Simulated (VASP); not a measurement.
# Au (I4_1/amd) in VASP: relaxation of cell and atoms with LDA

Aim: the relaxation of cell and atoms of Au with LDA.

All numbers are computed with VASP 6.6.1; they aren't measurements. Logs are shortened: lines on timing, memory, paths and dates and some standing lists are left out, and cuts for length are marked.

## Step 1: The cell of the first run

It takes space group I4_1/amd (No. 141, tetragonal). The conventional cell has a = 5.072 Å, b = 5.072 Å, c = 2.769 Å, α = 90.00°, β = 90.00°, γ = 90.00°. Within 3.5 Å of Au (site symmetry -4m2) lie 10 Au at 2.63 to 3.28 Å.

## Step 2: Relaxation of cell and atoms, LDA

File INCAR:

```
SYSTEM = Au
  PREC = Accurate
  ENCUT = 600
  EDIFF = 1E-6
  ISMEAR = -1
  SIGMA = 0.1
  LREAL = .FALSE.
  LASPH = .TRUE.
  NELM = 100
  ALGO = Normal
  ISIF = 3
  LWAVE = .FALSE.
  LCHARG = .FALSE.
  IBRION = 2
  NSW = 80
  EDIFFG = -0.01
  ISYM = 0
```

File KPOINTS:

```
regular mesh
0
G
  13 13 9
  0 0 0
```

File POSCAR:

```
Au
1.0
   -2.5357611069      2.5357611069      1.3845255643
    2.5357611069     -2.5357611069      1.3845255643
    2.5357611069      2.5357611069     -1.3845255643
Au
2
Direct
    0.0000000000      0.0000000000      0.0000000000
    0.7500000000      0.2500000000      0.5000000000
```

Potentials or basis: VASP PAW LDA potentials, release 64 (Au).

Run with:

```
> cat potpaw_LDA.64/Au/POTCAR > POTCAR
> mpirun -np 1 vasp_std > vasp.out
```

OUTCAR:

```text
SYSTEM = Au
   PREC = Accurate
   ENCUT = 600
   EDIFF = 1E-6
   ISMEAR = -1
   LREAL = .FALSE.
   LASPH = .TRUE.
   NELM = 100
   ISIF = 3
   IBRION = 2
   NSW = 80
   EDIFFG = -0.01
   ISYM = 0

 ion  position               nearest neighbor table
   1  0.000  0.000  0.000-   2 2.63   2 2.63   2 2.63   2 2.63   2 3.28   2 3.28   2 3.28   2 3.28

   2  0.750  0.250  0.500-   1 2.63   1 2.63   1 2.63   1 2.63   1 3.28   1 3.28   1 3.28   1 3.28

IMPORTANT INFORMATION: All symmetrisations will be switched off!
NOSYMM: (Re-)initialisation of all symmetry stuff for point group C_1.

----------------------------------------------------------------------------------------

                                     Primitive cell

  volume of cell :      35.6105

  direct lattice vectors                    reciprocal lattice vectors
    -2.535761107  2.535761107  1.384525564     0.000000000  0.197179458  0.361134538
     2.535761107 -2.535761107  1.384525564     0.197179458  0.000000000  0.361134538
     2.535761107  2.535761107 -1.384525564     0.197179458  0.197179458  0.000000000

  length of vectors
     3.844096750  3.844096750  3.844096750     0.411458252  0.411458252  0.278853863

  position of ions in fractional coordinates (direct lattice)
     0.000000000  0.000000000  0.000000000
     0.750000000  0.250000000  0.500000000

  ion indices of the primitive-cell ions
   primitive index   ion index
                 1           1
                 2           2

----------------------------------------------------------------------------------------

 KPOINTS: regular mesh

Automatic generation of k-mesh.
 Grid dimensions read from file:
 generate k-points for:   13   13    9

 Generating k-lattice:

  Cartesian coordinates                     Fractional coordinates (reciprocal lattice)
     0.000000000  0.015167651  0.027779580     0.076923077  0.000000000  0.000000000
     0.015167651  0.000000000  0.027779580     0.000000000  0.076923077  0.000000000
     0.021908829  0.021908829  0.000000000     0.000000000  0.000000000  0.111111111

  Length of vectors
     0.031650635  0.031650635  0.030983763

  Shift w.r.t. Gamma in fractional coordinates (k-lattice)
     0.000000000  0.000000000  0.000000000

 -----------------------------------------------------------------------------
|                                                                             |
[... 86 lines left out ...]
   EFERMI_NEDOS =   21; number of points for ismear=-14 and -15
   IALGO  =     38    algorithm
   IMIX   =      4    mixing-type and parameters
     AMIX     =   0.40;   BMIX     =  1.00
     AMIX_MAG =   1.60;   BMIX_MAG =  1.00
  volume/ion in A,a.u.               =      17.81       120.16
  Fermi-wavevector in a.u.,A,eV,Ry     =   1.394301  2.634847 26.450746  1.944075
  Thomas-Fermi vector in A             =   2.517863
   LORBIT       =      0    0 simple, 1 ext, 2 COOP (PROOUT), +10 PAW based schemes
   GGA     = CA    functional components
   LHFCALC =     F    Hartree Fock is set to
   AEXX    =    0.0000 exact exchange contribution
   IVDW    =     0    specifies the selected vdW correction
   LEPSILON=     F    determine dielectric tensor
   LRPA    =     F    only Hartree local field effects (RPA)
 conjugate gradient relaxation of ions
 non-spin polarized calculation
  energy-cutoff  :      600.00
  volume of cell :       35.61
 maximum number of plane-waves:      1207
   NGX = 15   NGY = 15   NGZ = 15

--------------------------------------- Ionic step        1  -------------------------------------------

 number of electron      21.9999998 magnetization

 Free energy of the ion-electron system (eV)
  ---------------------------------------------------
  ext. energy  EPLUGINS =         0.00000000
  ---------------------------------------------------
  free energy    TOTEN  =        -8.42270337 eV

  energy without entropy =       -8.40268194  energy(sigma->0) =       -8.41269266

------------------------ aborting loop because EDIFF is reached ----------------------------------------

  FORCE on cell =-STRESS in cart. coord.  units (eV):
  Direction    XX          YY          ZZ          XY          YZ          ZX
  --------------------------------------------------------------------------------------
  -------------------------------------------------------------------------------------
  Total        1.8673023      1.8673065     -1.2373474     -0.0046442     -0.0085194     -0.0085204
  in kB       84.0132071     84.0133985    -55.6704325     -0.2089497     -0.3833007     -0.3833498
  external PRESSURE =      37.4520577 kB  Pullay stress =       0.0000000 kB
[... 239 lines left out ...]
--------------------------------------- Ionic step        8  -------------------------------------------

 number of electron      22.0000000 magnetization

 Free energy of the ion-electron system (eV)
  ---------------------------------------------------
  ext. energy  EPLUGINS =         0.00000000
  ---------------------------------------------------
  free energy    TOTEN  =        -8.49723839 eV

  energy without entropy =       -8.48105206  energy(sigma->0) =       -8.48914522

 E-fermi :   8.1496     XC(G=0): -12.5392

 val. band max:        8.1453560358   @ k =   0.3846   0.3077   0.0000
 cond. band min:       8.2056097594   @ k =  -0.3846   0.3077   0.4444
 fundamental gap:      0.0602537235
 Fermi energy:         8.1495538098

 k-point     1 :       0.0000    0.0000    0.0000
  band No.  band energies     occupation
      1      -1.0260      2.00000
      2       1.6972      2.00000
      3       1.9027      2.00000
      4       1.9352      2.00000
      5       2.4195      2.00000
      6       5.5059      2.00000
      7       5.5062      2.00000
      8       5.5452      2.00000
      9       5.5455      2.00000
     10       6.4342      2.00000
     11       7.3446      1.99936
     12      11.8350      0.00000
     13      11.8435      0.00000
     14      15.6018      0.00000
[... 401 lines left out ...]
      2       2.0468      2.00000
      3       2.8400      2.00000
      4       3.1450      2.00000
      5       3.5936      2.00000
      6       3.8507      2.00000
      7       4.0978      2.00000
      8       5.9262      2.00000
      9       6.1421      2.00000
     10       6.3889      2.00000
     11       6.9555      1.99999
     12      12.8580      0.00000
     13      14.7923      0.00000
     14      15.9270      0.00000
     15      18.4548      0.00000

 [... further k-points ...]
[... 5 lines left out ...]
  --------------------------------------------------------------------------------------
  -------------------------------------------------------------------------------------
  Total       -0.0044326     -0.0044330     -0.0076415     -0.0055263      0.0070615      0.0070614
  in kB       -0.1955422     -0.1955633     -0.3371037     -0.2437920      0.3115188      0.3115146
  external PRESSURE =      -0.2427364 kB  Pullay stress =       0.0000000 kB
[... 17 lines left out ...]
  FREE ENERGIE OF THE ION-ELECTRON SYSTEM (eV)
  ---------------------------------------------------
  free  energy   TOTEN  =        -8.4972383866 eV

  energy  without entropy=       -8.4810520583  energy(sigma->0) =       -8.48914522

 reached required accuracy - stopping structural energy minimisation
```

OSZICAR:

```text
N       E                     dE             d eps       ncg     rms          rms(c)
DAV:   1     0.134049353270E+03    0.13405E+03   -0.12780E+04 23158   0.158E+03
DAV:   2    -0.721103155723E+01   -0.14126E+03   -0.13597E+03 24937   0.307E+02
[... 61 lines left out ...]
   7 F= -.84971455E+01 E0= -.84889965E+01  d E =-.201042E-03
       N       E                     dE             d eps       ncg     rms          rms(c)
DAV:   1    -0.849828670152E+01   -0.11410E-02   -0.26694E-02 23999   0.151E+00    0.185E-01
DAV:   2    -0.849733770138E+01    0.94900E-03   -0.21807E-03 24643   0.449E-01    0.767E-02
DAV:   3    -0.849725100622E+01    0.86695E-04   -0.15174E-04 26351   0.110E-01    0.527E-02
DAV:   4    -0.849723817109E+01    0.12835E-04   -0.35509E-05 25399   0.486E-02    0.606E-03
DAV:   5    -0.849723838656E+01   -0.21547E-06   -0.21553E-06 17389   0.133E-02
   8 F= -.84972384E+01 E0= -.84891452E+01  d E =-.293927E-03
```

CONTCAR:

```text
Au
   1.00000000000000
    -2.6055456821713663    2.6055509824764509    1.3379321150907304
     2.6055509243992172   -2.6055456853188956    1.3379320101978678
     2.6045354868555251    2.6045354955062199   -1.3378713346161033
  Au
     2
Direct
     0.9999903763580650    0.0000096328621653    0.0000000019126937
     0.7500096236419350    0.2499903671378347    0.4999999980873063

  0.00000000E+00  0.00000000E+00  0.00000000E+00
  0.00000000E+00  0.00000000E+00  0.00000000E+00
```

Run time: 28 min. Hardware: 1 thread of Oxide Virtual Turin-like, shared host; peak memory 0.49 GiB.

What came out:

```yaml
Free_energy: -8.4972 eV
Relaxed_volume: 18.16 Å³/atom
Relaxed_cell: a = 3.920 Å, b = 3.920 Å, c = 3.919 Å, α = 96.69°, β = 96.69°, γ = 140.09°
Space_group_after_relaxing_to_0.1_Å: I4_1/amd (No. 141)
Energy_gained_by_relaxing: 37.3 meV/atom
Ionic_steps: 8
Pressure_after_relaxing: 0.0 GPa
Band_gap_on_the_k_mesh: zero (bands 11 and 12 overlap by 4.56 eV)
```

Step by step:
| step | energy change (eV) | largest force (eV/Å) | pressure (GPa) | volume (Å³) |
| --- | --- | --- | --- | --- |
| 1 | 0.0000 | 0.0002 | 3.75 | 35.61 |
| 2 | -0.0477 | 0.0026 | -5.31 | 37.73 |
| 3 | -0.0645 | 0.0021 | -2.99 | 37.00 |
| 4 | -0.0571 | 0.0007 | 3.30 | 35.75 |
| 5 | -0.0742 | 0.0009 | -0.48 | 36.44 |
| 6 | -0.0742 | 0.0008 | -0.43 | 36.43 |
| 7 | -0.0744 | 0.0023 | 0.28 | 36.26 |
| 8 | -0.0745 | 0.0012 | -0.02 | 36.32 |

Final structure:
```xyz
2
Lattice="-2.6055 2.6056 1.3379 2.6056 -2.6055 1.3379 2.6045 2.6045 -1.3379" Properties=species:S:1:pos:R:3 pbc="T T T"
Au   -2.6055    2.6055    1.3379
Au   -0.0006    2.6051    0.6690
```

Levels at points of the mesh, in eV from the Fermi level:
| k point | band 8 | band 9 | band 10 | band 11 | band 12 | band 13 | band 14 | band 15 |
| --- | --- | --- | --- | --- | --- | --- | --- | --- |
| (0.00, 0.00, 0.00) | -2.60 | -2.60 | -1.72 | -0.80 | 3.69 | 3.69 | 7.45 | 12.48 |

Caveat: spin-orbit coupling is left out, which moves the levels of the heavy elements.
